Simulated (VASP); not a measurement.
# Al4B3Sb (P1) in VASP: notebook, part 2 of 2

VASP 6.6.1. The steps go on from the part before.

## Step 3: Single point, PBE

Input file INCAR:

```
PREC = Accurate
ENCUT = 520
EDIFF = 1E-6
ISMEAR = 0
SIGMA = 0.2
LREAL = False
LASPH = True
NELM = 60
ALGO = Normal
ISIF = 2
LWAVE = False
LCHARG = False
GGA = PE
NBANDS = 23
```

Input file KPOINTS:

```
regular mesh
0
Gamma
  6 4 4
```

Input file POSCAR:

```
Al4B3Sb
1.0
    3.9242050084      0.0096176516     -0.0017104959
   -1.1655940037      5.5831982147      0.0094271263
   -1.7450280362     -2.5163888250      5.4357563975
Al B Sb
4 3 1
Direct
    0.7463916597      0.8502018304      0.8387016645
    0.0262131669      0.7316025610      0.4929808616
    0.6112378661      0.3466197970      0.7804270462
    0.3286896316      0.5301976939      0.1269381922
    0.8892212575      0.7207424970      0.1261812630
    0.0508936006      0.1488905091      0.7647773894
    0.4491608816      0.5130420543      0.4941129068
    0.8904738561      0.1570240173      0.3577096163
```

Potentials or basis: VASP PAW PBE potentials, release 64 (Al, B, Sb).

Command:

```bash
> cat potpaw_PBE.64/Al/POTCAR potpaw_PBE.64/B/POTCAR potpaw_PBE.64/Sb/POTCAR > POTCAR
> mpirun -np 1 vasp_std > vasp.out
```

OUTCAR:

```text
PREC = Accurate
   ENCUT = 520
   EDIFF = 1E-6
   ISMEAR = 0
   LREAL = False
   LASPH = True
   NELM = 60
   ISIF = 2
   GGA = PE

 ion  position               nearest neighbor table
   1  0.746  0.850  0.839-   6 2.14   5 2.14   7 2.14   2 2.64   3 2.69   2 2.81   8 2.94   3 3.10

   2  0.026  0.732  0.493-   5 2.17   7 2.27   7 2.36   6 2.38   1 2.64   4 2.73   1 2.81   4 2.87
                             8 2.92   8 2.99   3 3.32
   3  0.611  0.347  0.780-   6 2.22   5 2.24   6 2.25   7 2.29   1 2.69   4 2.70   4 2.75   8 2.96
                             8 3.08   1 3.10   2 3.32
   4  0.329  0.530  0.127-   5 2.22   7 2.25   5 2.25   6 2.32   3 2.70   2 2.73   3 2.75   2 2.87
                             8 3.36   8 3.40
   5  0.889  0.721  0.126-   1 2.14   2 2.17   4 2.22   3 2.24   4 2.25   8 2.42
   6  0.051  0.149  0.765-   1 2.14   3 2.22   3 2.25   4 2.32   2 2.38   8 2.46
   7  0.449  0.513  0.494-   1 2.14   4 2.25   2 2.27   3 2.29   2 2.36   8 2.38
   8  0.890  0.157  0.358-   7 2.38   5 2.42   6 2.46   2 2.92   1 2.94   3 2.96   2 2.99   3 3.08
                             4 3.36   4 3.40

  LATTYP: Found a triclinic cell.
[... 207 lines left out ...]
 k-point     1 :       0.0000    0.0000    0.0000
  band No.  band energies     occupation
      1      -5.4257      2.00000
      2      -1.2646      2.00000
      3      -0.8014      2.00000
      4      -0.5466      2.00000
      5       0.6792      2.00000
      6       1.2801      2.00000
[... 613 lines left out ...]
     22      13.3385      0.00000
     23      13.7443      0.00000

 [... further k-points ...]

------------------------ aborting loop because EDIFF is reached ----------------------------------------

  FORCE on cell =-STRESS in cart. coord.  units (eV):
  Direction    XX          YY          ZZ          XY          YZ          ZX
  --------------------------------------------------------------------------------------
  -------------------------------------------------------------------------------------
  Total       -0.3048364      0.1314788      0.2374011      0.0477738     -0.0370776      0.0661612
  in kB       -4.0963866      1.7668095      3.1901926      0.6419837     -0.4982482      0.8890732
  external PRESSURE =       0.2868718 kB  Pullay stress =       0.0000000 kB

 VOLUME and BASIS-vectors are now :
 -----------------------------------------------------------------------------
  energy-cutoff  :      520.00
  volume of cell :      119.23
      direct lattice vectors                 reciprocal lattice vectors
     3.924205008  0.009617652 -0.001710496     0.254745123  0.053003156  0.106317114
    -1.165594004  5.583198215  0.009427126    -0.000402381  0.178885200  0.082682614
    -1.745028036 -2.516388825  5.435756397     0.000080860 -0.000293558  0.183857098

 POSITION                                       TOTAL-FORCE (eV/Angst)
 -----------------------------------------------------------------------------------
      0.47445      2.64352      4.56572         0.003194      0.000421      0.006059
     -1.61015      2.84440      2.68658         0.001108     -0.005992      0.003025
      0.63274     -0.02273      4.24443         0.008801      0.001166      0.019032
      0.45034      2.64393      0.69444         0.004252     -0.017129     -0.005312
      2.42920      3.71508      0.69116        -0.012347     -0.015488     -0.014886
     -1.30839     -1.09270      4.15846         0.011118      0.000675      0.027017
      0.30236      1.62536      2.68995         0.032737      0.011484     -0.004201
      2.68716     -0.01488      1.94438        -0.048863      0.024862     -0.030733
 -----------------------------------------------------------------------------------
    total drift:                                0.000475     -0.000222      0.000292

  FREE ENERGIE OF THE ION-ELECTRON SYSTEM (eV)
  ---------------------------------------------------
  free  energy   TOTEN  =       -37.0178858910 eV

  energy  without entropy=      -36.9964465977  energy(sigma->0) =      -37.00716624
```

OSZICAR:

```text
N       E                     dE             d eps       ncg     rms          rms(c)
DAV:   1     0.545003437176E+02    0.54500E+02   -0.97496E+03  2392   0.932E+02
DAV:   2    -0.361400830705E+02   -0.90640E+02   -0.85358E+02  2950   0.148E+02
DAV:   3    -0.418476098167E+02   -0.57075E+01   -0.56120E+01  3164   0.359E+01
DAV:   4    -0.419357454282E+02   -0.88136E-01   -0.88071E-01  2948   0.479E+00
DAV:   5    -0.419374075317E+02   -0.16621E-02   -0.16620E-02  3237   0.713E-01    0.101E+01
DAV:   6    -0.370683359738E+02    0.48691E+01   -0.12811E+01  2896   0.148E+01    0.492E+00
DAV:   7    -0.370440287008E+02    0.24307E-01   -0.21355E+00  3146   0.590E+00    0.174E+00
DAV:   8    -0.370242355362E+02    0.19793E-01   -0.82870E-02  2721   0.139E+00    0.103E+00
DAV:   9    -0.370180167190E+02    0.62188E-02   -0.20448E-02  3036   0.753E-01    0.121E-01
DAV:  10    -0.370178633581E+02    0.15336E-03   -0.15109E-03  2833   0.202E-01    0.694E-02
DAV:  11    -0.370178912368E+02   -0.27879E-04   -0.36276E-04  3058   0.935E-02    0.280E-02
DAV:  12    -0.370178837282E+02    0.75086E-05   -0.67932E-05  2917   0.396E-02    0.108E-02
DAV:  13    -0.370178859256E+02   -0.21974E-05   -0.11967E-05  3071   0.156E-02    0.424E-03
DAV:  14    -0.370178858910E+02    0.34587E-07   -0.55319E-07  1665   0.380E-03
   1 F= -.37017886E+02 E0= -.37007166E+02  d E =-.214393E-01
```

Run time: 3.4 min. Hardware: 1 thread of Intel Xeon 8259CL, shared host; peak memory 0.32 GiB.

What came out:

```yaml
Free_energy: -37.0179 eV
Pressure: 0.0 GPa
Largest_force: 0.063 eV/Å
Band_gap_on_the_k_mesh: zero (bands 13 and 14 overlap by 0.27 eV)
```

Forces in eV/Å, atoms in the order of the input:
```
Al   0.003  0.000  0.006
Al   0.001 -0.006  0.003
Al   0.009  0.001  0.019
Al   0.004 -0.017 -0.005
B   -0.012 -0.015 -0.015
B    0.011  0.001  0.027
B    0.033  0.011 -0.004
Sb  -0.049  0.025 -0.031
```

Levels at points of the mesh, in eV from the Fermi level:
```csv
k point,band 11,band 12,band 13,band 14,band 15,band 16
"(0.00, 0.00, 0.00)",-1.08,-0.47,-0.17,0.44,1.49,1.60
"(0.50, 0.00, 0.00)",-2.78,-2.06,-0.86,0.06,0.19,1.42
"(0.00, 0.50, 0.00)",-1.47,-1.18,-0.55,0.83,1.13,1.86
"(0.50, 0.50, 0.00)",-1.65,-1.16,-0.51,0.11,1.30,2.03
"(0.00, 0.00, 0.50)",-1.50,-1.00,-0.89,-0.16,0.85,1.11
"(0.50, 0.00, 0.50)",-3.09,-2.66,-1.77,0.55,1.47,2.57
"(0.00, 0.50, 0.50)",-1.19,-1.05,-0.18,0.54,1.21,1.93
"(0.50, 0.50, 0.50)",-2.21,-1.89,-1.50,1.03,1.92,2.24
```

Caveat: semilocal functionals underestimate gaps, so a narrow gap can read as zero; spin-orbit coupling is left out, which moves the levels of the heavy elements.

## Step 4: Single point, PBE

Input file INCAR:

```
PREC = Accurate ; ENCUT = 520
EDIFF = 1E-6 ; ISMEAR = 0
SIGMA = 0.2 ; LREAL = False
LASPH = True ; NELM = 60
ALGO = Normal ; ISIF = 2
LWAVE = False ; LCHARG = False
GGA = PE ; NBANDS = 23
```

Input file KPOINTS:

```
Automatic mesh
0
Gamma
  6 4 4
```

Input file POSCAR:

```
Al4B3Sb
1.0
    3.9076869453      0.0137514507     -0.0003961421
   -1.1553831081      5.5846478654      0.0060374133
   -1.7379128231     -2.5224828911      5.4527869570
Al B Sb
4 3 1
Direct
    0.7459266978      0.8509494594      0.8393176348
    0.0257887373      0.7320664251      0.4924896953
    0.6125247975      0.3473620987      0.7802381844
    0.3282060326      0.5287693420      0.1269966585
    0.8873199664      0.7201150753      0.1256188966
    0.0531720682      0.1483013983      0.7650683311
    0.4498057503      0.5137381572      0.4946585347
    0.8895378700      0.1570190040      0.3574410046
```

Command:

```bash
> cat potpaw_PBE.64/Al/POTCAR potpaw_PBE.64/B/POTCAR potpaw_PBE.64/Sb/POTCAR > POTCAR
> mpirun -np 1 vasp_std > vasp.out
```

Run time: 3.3 min. Hardware: 1 thread of Intel Xeon 8259CL, shared host; peak memory 0.32 GiB.

It converged, with:

* Free energy: -37.0195 eV
* Pressure: 0.0 GPa
* Largest force: 0.044 eV/Å
* Band gap on the k mesh: zero (bands 13 and 14 overlap by 0.33 eV)

Forces on the atoms (eV/Å):
```
Al   0.001 -0.004 -0.006
Al  -0.003 -0.002  0.008
Al   0.003 -0.004  0.007
Al   0.003 -0.004  0.003
B    0.011 -0.011 -0.007
B    0.001  0.000  0.012
B    0.023  0.009 -0.003
Sb  -0.038  0.016 -0.014
```

Stress tensor (GPa, compression positive):
```
-0.05 -0.01  0.04
-0.01  0.10  0.03
 0.04  0.03  0.02
```

Levels at points of the mesh, in eV from the Fermi level:
| k point | band 9 | band 10 | band 11 | band 12 | band 13 | band 14 | band 15 | band 16 | band 17 | band 18 |
| --- | --- | --- | --- | --- | --- | --- | --- | --- | --- | --- |
| (0.00, 0.00, 0.00) | -2.41 | -1.21 | -1.05 | -0.43 | -0.15 | 0.48 | 1.49 | 1.63 | 3.04 | 3.65 |
| (0.50, 0.00, 0.00) | -3.42 | -3.20 | -2.79 | -2.06 | -0.88 | 0.05 | 0.18 | 1.40 | 3.30 | 3.43 |
| (0.00, 0.50, 0.00) | -2.62 | -2.39 | -1.46 | -1.14 | -0.54 | 0.85 | 1.17 | 1.91 | 2.33 | 3.37 |
| (0.50, 0.50, 0.00) | -3.81 | -3.20 | -1.63 | -1.16 | -0.51 | 0.13 | 1.26 | 2.02 | 2.95 | 3.26 |
| (0.00, 0.00, 0.50) | -3.19 | -2.07 | -1.45 | -0.97 | -0.84 | -0.21 | 0.87 | 1.18 | 2.13 | 2.90 |
| (0.50, 0.00, 0.50) | -3.91 | -3.30 | -3.10 | -2.66 | -1.78 | 0.52 | 1.46 | 2.53 | 3.13 | 3.65 |
| (0.00, 0.50, 0.50) | -2.88 | -2.01 | -1.18 | -1.04 | -0.13 | 0.52 | 1.24 | 1.96 | 2.40 | 3.02 |
| (0.50, 0.50, 0.50) | -3.00 | -2.78 | -2.21 | -1.88 | -1.50 | 1.02 | 1.94 | 2.22 | 2.74 | 3.22 |

Caveat: semilocal functionals underestimate gaps, so a narrow gap can read as zero; spin-orbit coupling is left out, which moves the levels of the heavy elements.

## Step 5: Overview

```csv
cell,k mesh,smearing,gap on the mesh (eV),pressure (GPa),largest force (eV/Å)
"a = 3.924, b = 5.704, c = 6.239 Å, angles 109.6, 106.3, 101.7°, 8 atoms, atomic positions A",10 × 6 × 6,gaussian 0.1 eV,none,0.0,0.05
"a = 3.924, b = 5.704, c = 6.239 Å, angles 109.6, 106.3, 101.7°, 8 atoms, atomic positions A",6 × 4 × 4,gaussian 0.2 eV,none,0.0,0.06
"a = 3.908, b = 5.703, c = 6.254 Å, angles 109.7, 106.2, 101.5°, 8 atoms, atomic positions B",6 × 4 × 4,gaussian 0.2 eV,none,0.0,0.04
```

Alike in all rows: task single point; level PBE; potentials or basis VASP PAW PBE potentials, release 64 (Al, B, Sb); no spin polarisation; cutoff (eV) 520.

Caveats: semilocal functionals underestimate gaps, so a narrow gap can read as zero; spin-orbit coupling is left out, which moves the levels of the heavy elements.

Absolute energies hang on the potentials; compare differences alone.
